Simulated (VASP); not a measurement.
# Hf (I4/mmm) in VASP: notebook, part 2 of 2

VASP 6.6.1.

## 4. Single point, LDA (19.06 Å³/atom)

This run uses another cell than the first one, of 19.06 Å³/atom.

Contents of INCAR:

```
SYSTEM = Hf
  ALGO = Normal
  EDIFF = 1E-7
  ENCUT = 520
  ISIF = 2
  ISMEAR = 0
  LASPH = .TRUE.
  LCHARG = .FALSE.
  LREAL = .FALSE.
  LWAVE = .FALSE.
  NBANDS = 11
  NELM = 80
  PREC = Accurate
  SIGMA = 0.15
```

Contents of KPOINTS:

```
k-points
0
G
  20 20 20
  0 0 0
```

Contents of POSCAR:

```
Hf
1.0
    0.0000000000      2.3500695706      1.7256560857
    2.3500695706      0.0000000000      1.7256560857
    2.3500695706      2.3500695706      0.0000000000
Hf
1
Direct
    0.0000000000      0.0000000000      0.0000000000
```

Potentials or basis: VASP PAW LDA potentials, release 64 (Hf_pv).

Command:

```sh
$ cat potpaw_LDA.64/Hf_pv/POTCAR > POTCAR
$ mpirun -np 1 vasp_std > vasp.out
```

OUTCAR:

```text
SYSTEM = Hf
   EDIFF = 1E-7
   ENCUT = 520
   ISIF = 2
   ISMEAR = 0
   LASPH = .TRUE.
   LREAL = .FALSE.
   NELM = 80
   PREC = Accurate

 ion  position               nearest neighbor table
   1  0.000  0.000  0.000-

  LATTYP: Found a body centered tetragonal cell.
 ALAT       =     3.3235002593
 C/A-ratio  =     1.0384570189

  Lattice vectors:

 A1 = (   0.0000000000,  -2.3500695706,  -1.7256560857)
 A2 = (   0.0000000000,   2.3500695706,  -1.7256560857)
 A3 = (   2.3500695706,   0.0000000000,   1.7256560857)

Analysis of symmetry for initial positions (statically):
=====================================================================
 Subroutine PRICEL returns:
 Original cell was already a primitive cell.

 Routine SETGRP: Setting up the symmetry group for a
 body centered tetragonal supercell.

 Subroutine GETGRP returns: Found 16 space group operations
 (whereof 16 operations were pure point group operations)
 out of a pool of 16 trial point group operations.

The static configuration has the point symmetry D_4h.

Analysis of symmetry for dynamics (positions and initial velocities):
=====================================================================
 Subroutine PRICEL returns:
 Original cell was already a primitive cell.

 Routine SETGRP: Setting up the symmetry group for a
 body centered tetragonal supercell.

 Subroutine GETGRP returns: Found 16 space group operations
 (whereof 16 operations were pure point group operations)
 out of a pool of 16 trial point group operations.

The dynamic configuration has the point symmetry D_4h.

 Subroutine INISYM returns: Found 16 space group operations
 (whereof 16 operations are pure point group operations),
 and found     1 'primitive' translations

----------------------------------------------------------------------------------------

                                     Primitive cell

  volume of cell :      19.0610

  direct lattice vectors                    reciprocal lattice vectors
     0.000000000  2.350069571  1.725656086    -0.212759659  0.212759659  0.289744871
     2.350069571  0.000000000  1.725656086     0.212759659 -0.212759659  0.289744871
     2.350069571  2.350069571  0.000000000     0.212759659  0.212759659 -0.289744871

  length of vectors
     2.915598723  2.915598723  3.323500259     0.417714538  0.417714538  0.417714538

  position of ions in fractional coordinates (direct lattice)
     0.000000000  0.000000000  0.000000000

  ion indices of the primitive-cell ions
   primitive index   ion index
                 1           1

----------------------------------------------------------------------------------------

 KPOINTS: k-points

Automatic generation of k-mesh.
 Grid dimensions read from file:
 generate k-points for:   20   20   20

 Generating k-lattice:

  Cartesian coordinates                     Fractional coordinates (reciprocal lattice)
    -0.010637983  0.010637983  0.014487244     0.050000000  0.000000000  0.000000000
     0.010637983 -0.010637983  0.014487244     0.000000000  0.050000000  0.000000000
     0.010637983  0.010637983 -0.014487244    -0.000000000 -0.000000000  0.050000000

  Length of vectors
     0.020885727  0.020885727  0.020885727

  Shift w.r.t. Gamma in fractional coordinates (k-lattice)
     0.000000000  0.000000000  0.000000000

 Subroutine IBZKPT returns following result:
 ===========================================

 Found    641 irreducible k-points:

 Following reciprocal coordinates:
            Coordinates               Weight
  0.000000  0.000000  0.000000      1.000000
  0.050000  0.000000  0.000000      8.000000
  0.100000 -0.000000  0.000000      8.000000
  0.150000  0.000000  0.000000      8.000000
  0.200000 -0.000000  0.000000      8.000000
  0.250000  0.000000  0.000000      8.000000
[... 16 lines left out ...]
 -0.400000  0.050000  0.000000      8.000000
 -0.350000  0.050000  0.000000      8.000000
 [... further k-points ...]
   k-points           NKPTS =    641   k-points in BZ     NKDIM =    641   number of bands    NBANDS=     11
   number of dos      NEDOS =    301   number of ions     NIONS =      1
   total plane-waves  NPLWV =  16128
   dimension x,y,z NGX =    24 NGY =   24 NGZ =   28
   dimension x,y,z NGXF=    48 NGYF=   48 NGZF=   56
   ions per type =               1
   NGX,Y,Z   is equivalent  to a cutoff of  13.68, 13.68, 14.01 a.u.
   NGXF,Y,Z  is equivalent  to a cutoff of  27.37, 27.37, 28.01 a.u.
 SYSTEM =  Hf
   PREC   = accura    normal or accurate (medium, high low for compatibility)
   ISTART =      0    job   : 0-new  1-cont  2-samecut
   ICHARG =      2    charge: 1-file 2-atom 10-const
   ISPIN  =      1    spin polarized calculation?
   LNONCOLLINEAR =      F non collinear calculations
   LSORBIT =      F    spin-orbit coupling
   LASPH  =      T    aspherical Exc in radial PAW
   ENCUT  =  520.0 eV  38.22 Ry    6.18 a.u.   5.42  5.42  6.18*2*pi/ulx,y,z
   NELM   =     80;   NELMIN=  2; NELMDL= -5     # of ELM steps
   EDIFF  = 0.1E-06   stopping-criterion for ELM
   LREAL  =      F    real-space projection
   EDIFFG = 0.1E-05   stopping-criterion for IOM
   NSW    =      0    number of steps for IOM
   IBRION =     -1    ionic relax: 0-MD 1-quasi-New 2-CG
   NFREE  =      0    steps in history (QN), initial steepest desc. (CG)
   ISIF   =      2    stress and relaxation
   ISYM   =      2    0-nonsym 1-usesym 2-fastsym
   POTIM  = 0.5000    time-step for ionic-motion
   TEBEG  =    0.0;   TEEND  =   0.0 temperature during run
   PSTRESS=    0.0 pullay stress
   NELECT =      10.0000    total number of electrons
   NUPDOWN=      -1.0000    fix difference up-down
   EMIN   =  10.00;   EMAX   =-10.00  energy-range for DOS
   EFERMI =   0.00;   METHOD = LEGACY
   ISMEAR =     0;   SIGMA  =   0.15  broadening in eV -4-tet -1-fermi 0-gaus
   EFERMI_NEDOS =   21; number of points for ismear=-14 and -15
   IALGO  =     38    algorithm
   IMIX   =      4    mixing-type and parameters
     AMIX     =   0.40;   BMIX     =  1.00
     AMIX_MAG =   1.60;   BMIX_MAG =  1.00
  volume/ion in A,a.u.               =      19.06       128.63
  Fermi-wavevector in a.u.,A,eV,Ry     =   1.320362  2.495122 23.719787  1.743355
  Thomas-Fermi vector in A             =   2.450193
   LORBIT       =      0    0 simple, 1 ext, 2 COOP (PROOUT), +10 PAW based schemes
   GGA     = CA    functional components
   LHFCALC =     F    Hartree Fock is set to
   AEXX    =    0.0000 exact exchange contribution
   IVDW    =     0    specifies the selected vdW correction
   LEPSILON=     F    determine dielectric tensor
   LRPA    =     F    only Hartree local field effects (RPA)
 non-spin polarized calculation
 Gauss-broadening in eV      SIGMA  =   0.15
  energy-cutoff  :      520.00
  volume of cell :       19.06
 maximum number of plane-waves:       539
 NGX is ok and might be reduce to    24
   NGX = 11   NGY = 11   NGZ = 13

 number of electron      10.0000000 magnetization

 Free energy of the ion-electron system (eV)
  ---------------------------------------------------
  ext. energy  EPLUGINS =         0.00000000
  ---------------------------------------------------
  free energy    TOTEN  =       -10.52329225 eV

  energy without entropy =      -10.50747101  energy(sigma->0) =      -10.51538163

 E-fermi :   5.6008     XC(G=0): -12.2155

 val. band max:        5.5999864735   @ k =   0.3000   0.1000   0.2000
 cond. band min:       5.6032671613   @ k =  -0.4000   0.0000   0.3000
 fundamental gap:      0.0032806878
 Fermi energy:         5.6007525240

 k-point     1 :       0.0000    0.0000    0.0000
  band No.  band energies     occupation
      1     -23.4484      2.00000
      2     -23.4449      2.00000
      3     -23.4449      2.00000
      4      -1.8399      2.00000
      5       7.0071      0.00000
      6       7.0071      0.00000
      7       7.4925      0.00000
      8      10.0830      0.00000
      9      10.7739      0.00000
     10      18.4910      0.00000
     11      19.3347      0.00000
[... 309 lines left out ...]
 k-point    24 :      -0.3500    0.0500    0.0000
  band No.  band energies     occupation
      1     -24.5843      2.00000
      2     -23.7975      2.00000
      3     -23.4809      2.00000
      4       1.5640      2.00000
      5       5.3900      1.95308
      6       6.1024      0.00000
      7       9.6439      0.00000
      8      11.4261      0.00000
      9      12.0225      0.00000
     10      18.4640      0.00000
     11      18.6902      0.00000

 [... further k-points ...]

------------------------ aborting loop because EDIFF is reached ----------------------------------------

  FORCE on cell =-STRESS in cart. coord.  units (eV):
  Direction    XX          YY          ZZ          XY          YZ          ZX
  --------------------------------------------------------------------------------------
  -------------------------------------------------------------------------------------
  Total        1.0406621      1.0406621      1.0897904      0.0000000      0.0000000     -0.0000000
  in kB       87.4731278     87.4731278     91.6026200      0.0000000      0.0000000     -0.0000000
  external PRESSURE =      88.8496252 kB  Pullay stress =       0.0000000 kB

 VOLUME and BASIS-vectors are now :
 -----------------------------------------------------------------------------
  energy-cutoff  :      520.00
  volume of cell :       19.06
      direct lattice vectors                 reciprocal lattice vectors
     0.000000000  2.350069571  1.725656086    -0.212759659  0.212759659  0.289744871
     2.350069571  0.000000000  1.725656086     0.212759659 -0.212759659  0.289744871
     2.350069571  2.350069571  0.000000000     0.212759659  0.212759659 -0.289744871

 POSITION                                       TOTAL-FORCE (eV/Angst)
 -----------------------------------------------------------------------------------
      0.00000      0.00000      0.00000        -0.000000      0.000000      0.000000
 -----------------------------------------------------------------------------------
    total drift:                               -0.000000     -0.000000     -0.000000

  FREE ENERGIE OF THE ION-ELECTRON SYSTEM (eV)
  ---------------------------------------------------
  free  energy   TOTEN  =       -10.5232922455 eV

  energy  without entropy=      -10.5074710084  energy(sigma->0) =      -10.51538163
```

stdout:

```text
POSCAR found type information on POSCAR Hf
 POSCAR found :  1 types and       1 ions
 scaLAPACK will be used
 LDA part: xc-table for (Slater(with rela. corr.)+CA(PZ))
 , standard interpolation
 POSCAR, INCAR and KPOINTS ok, starting setup
 FFT: planning ... GRIDC
 FFT: planning ... GRID_SOFT
 FFT: planning ... GRID
 WAVECAR not read
 entering main loop
```

Wall time 72 s (1 thread of AMD EPYC 9R45 (Zen 5), shared host); peak memory 0.22 GiB.

Results:

| Item | Value |
| --- | --- |
| Free energy | -10.5233 eV |
| Pressure | 8.9 GPa |
| Band gap on the k mesh | zero (bands 5 and 6 overlap by 2.28 eV) |

Levels at points of the mesh, in eV from the Fermi level:
| k point | band 1 | band 2 | band 3 | band 4 | band 5 | band 6 | band 7 | band 8 | band 9 | band 10 |
| --- | --- | --- | --- | --- | --- | --- | --- | --- | --- | --- |
| (0.00, 0.00, 0.00) | -29.05 | -29.05 | -29.05 | -7.44 | 1.41 | 1.41 | 1.89 | 4.48 | 5.17 | 12.89 |
| (0.50, 0.00, 0.00) | -30.45 | -29.47 | -29.05 | -3.90 | -0.69 | 1.90 | 4.45 | 5.92 | 9.01 | 11.41 |
| (0.50, 0.50, 0.00) | -30.08 | -29.97 | -29.97 | -3.40 | -3.27 | 7.89 | 8.06 | 8.06 | 8.15 | 9.05 |
| (0.50, 0.00, 0.50) | -30.44 | -29.52 | -29.09 | -3.88 | -1.19 | 2.17 | 5.22 | 6.17 | 9.15 | 11.28 |

Caveat: the cell stands under pressure; spin-orbit coupling is left out, which moves the levels of the heavy elements.

## 5. Single point, LDA (19.06 Å³/atom)

This run uses another cell than the first one, of 19.06 Å³/atom.

Contents of INCAR:

```
SYSTEM = Hf
PREC = Accurate
ENCUT = 520
EDIFF = 1E-6
ISMEAR = 0
SIGMA = 0.15
LREAL = .FALSE.
LASPH = .TRUE.
NELM = 80
ALGO = Normal
ISIF = 2
LWAVE = .FALSE.
LCHARG = .FALSE.
GGA = CA
NBANDS = 11
```

Contents of KPOINTS:

```
regular mesh
0
G
  20 20 20
  0 0 0
```

Contents of POSCAR:

```
Hf
1.0
    0.0000000000      2.4113826876      1.6390168128
    2.4113826876      0.0000000000      1.6390168128
    2.4113826876      2.4113826876      0.0000000000
Hf
1
Direct
    0.0000000000      0.0000000000      0.0000000000
```

Command:

```sh
$ cat potpaw_LDA.64/Hf_pv/POTCAR > POTCAR
$ mpirun -np 1 vasp_std > vasp.out
```

Run time: 66 s. Hardware: 1 thread of AMD EPYC 9R45 (Zen 5), shared host; peak memory 0.21 GiB.

The run converged. Its results:

```yaml
Free_energy: -10.5240 eV
Pressure: 9.0 GPa
Band_gap_on_the_k_mesh: zero (bands 5 and 6 overlap by 2.27 eV)
```

Stress tensor (GPa, compression positive):
```
9.30 0.00 0.00
0.00 9.30 0.00
0.00 0.00 8.26
```

Levels at points of the mesh, in eV from the Fermi level:
```tsv
k point	band 3	band 4	band 5	band 6	band 7	band 8
(0.00, 0.00, 0.00)	-29.05	-7.44	1.21	1.74	1.74	4.44
(0.50, 0.00, 0.00)	-29.08	-3.89	-1.04	2.09	4.88	6.20
(0.50, 0.50, 0.00)	-29.93	-3.40	-3.27	7.94	7.94	8.12
(0.50, 0.00, 0.50)	-29.04	-3.91	-0.50	1.79	4.29	5.68
```

Caveat: the cell stands under pressure; spin-orbit coupling is left out, which moves the levels of the heavy elements.

## 6. Single point, LDA (19.89 Å³/atom)

This run uses another cell than the first one, of 19.89 Å³/atom.

Contents of INCAR:

```
SYSTEM = Hf
ALGO = Fast
EDIFF = 1E-7
ENCUT = 520
GGA = CA
ISIF = 2
ISMEAR = 0
LASPH = .True.
LCHARG = .False.
LREAL = .False.
LWAVE = .False.
NBANDS = 11
NELM = 100
PREC = Accurate
SIGMA = 0.15
```

Contents of KPOINTS:

```
k-points
0
Gamma
  20 20 20
  0 0 0
```

Contents of POSCAR:

```
Hf
1.0
    0.0000000000      2.3836569506      1.7503192988
    2.3836569506      0.0000000000      1.7503192988
    2.3836569506      2.3836569506      0.0000000000
Hf
1
Direct
    0.0000000000      0.0000000000      0.0000000000
```

Potentials or basis: VASP PAW LDA potentials, release 64 (Hf_pv).

Command:

```sh
$ cat potpaw_LDA.64/Hf_pv/POTCAR > POTCAR
$ mpirun -np 1 vasp_std > vasp.out
```

OUTCAR:

```text
SYSTEM = Hf
   EDIFF = 1E-7
   ENCUT = 520
   GGA = CA
   ISIF = 2
   ISMEAR = 0
   LASPH = .True.
   LREAL = .False.
   NELM = 100
   PREC = Accurate

 ion  position               nearest neighbor table
   1  0.000  0.000  0.000-

  LATTYP: Found a body centered tetragonal cell.
 ALAT       =     3.3709999876
 C/A-ratio  =     1.0384570188

  Lattice vectors:

 A1 = (   0.0000000000,  -2.3836569506,  -1.7503192988)
[... 515 lines left out ...]
      8      10.8732      0.00000
      9      11.4264      0.00000
     10      18.0258      0.00000
     11      18.6971      0.00000

 [... further k-points ...]

------------------------ aborting loop because EDIFF is reached ----------------------------------------

  FORCE on cell =-STRESS in cart. coord.  units (eV):
  Direction    XX          YY          ZZ          XY          YZ          ZX
  --------------------------------------------------------------------------------------
  -------------------------------------------------------------------------------------
  Total        0.3733723      0.3733723      0.4636968      0.0000000      0.0000000      0.0000000
  in kB       30.0758521     30.0758521     37.3516617      0.0000000      0.0000000      0.0000000
  external PRESSURE =      32.5011220 kB  Pullay stress =       0.0000000 kB

 VOLUME and BASIS-vectors are now :
 -----------------------------------------------------------------------------
  energy-cutoff  :      520.00
  volume of cell :       19.89
      direct lattice vectors                 reciprocal lattice vectors
     0.000000000  2.383656951  1.750319299    -0.209761728  0.209761728  0.285662165
     2.383656951  0.000000000  1.750319299     0.209761728 -0.209761728  0.285662165
     2.383656951  2.383656951  0.000000000     0.209761728  0.209761728 -0.285662165

 POSITION                                       TOTAL-FORCE (eV/Angst)
 -----------------------------------------------------------------------------------
      0.00000      0.00000      0.00000         0.000000     -0.000000      0.000000
 -----------------------------------------------------------------------------------
    total drift:                               -0.000000     -0.000000     -0.000000

  FREE ENERGIE OF THE ION-ELECTRON SYSTEM (eV)
  ---------------------------------------------------
  free  energy   TOTEN  =       -10.5543807248 eV

  energy  without entropy=      -10.5369686699  energy(sigma->0) =      -10.54567470
```

Run time: 95 s. Hardware: 1 thread of AMD EPYC 9R45 (Zen 5), shared host; peak memory 0.22 GiB.

What came out:

```yaml
Free_energy: -10.5544 eV
Pressure: 3.3 GPa
Band_gap_on_the_k_mesh: zero (bands 5 and 6 overlap by 2.25 eV)
```

Caveat: the cell stands under pressure; spin-orbit coupling is left out, which moves the levels of the heavy elements.

## 7. Overview

| cell | gap on the mesh (eV) | pressure (GPa) |
| --- | --- | --- |
| a = 3.037, b = 3.037, c = 3.462 Å, angles 55.3, 55.3, 69.5°, 1 atom | none | -5.4 |
| a = 3.037, b = 3.037, c = 3.553 Å, angles 54.2, 54.2, 71.6°, 1 atom | none | -5.5 |
| a = 2.916, b = 2.916, c = 3.324 Å, angles 55.3, 55.3, 69.5°, 1 atom | none | 8.9 |
| a = 2.916, b = 2.916, c = 3.410 Å, angles 54.2, 54.2, 71.6°, 1 atom | none | 9.0 |
| a = 2.957, b = 2.957, c = 3.371 Å, angles 55.3, 55.3, 69.5°, 1 atom | none | 3.3 |

Alike in all rows: task single point; level LDA; potentials or basis VASP PAW LDA potentials, release 64 (Hf_pv); no spin polarisation; k mesh 20 × 20 × 20; cutoff (eV) 520; smearing gaussian 0.15 eV.

Caveats: spin-orbit coupling is left out, which moves the levels of the heavy elements; the cell stands under pressure (at least some runs); the cell stands under tension (at least some runs).

Absolute energies hang on the potentials; compare differences alone.
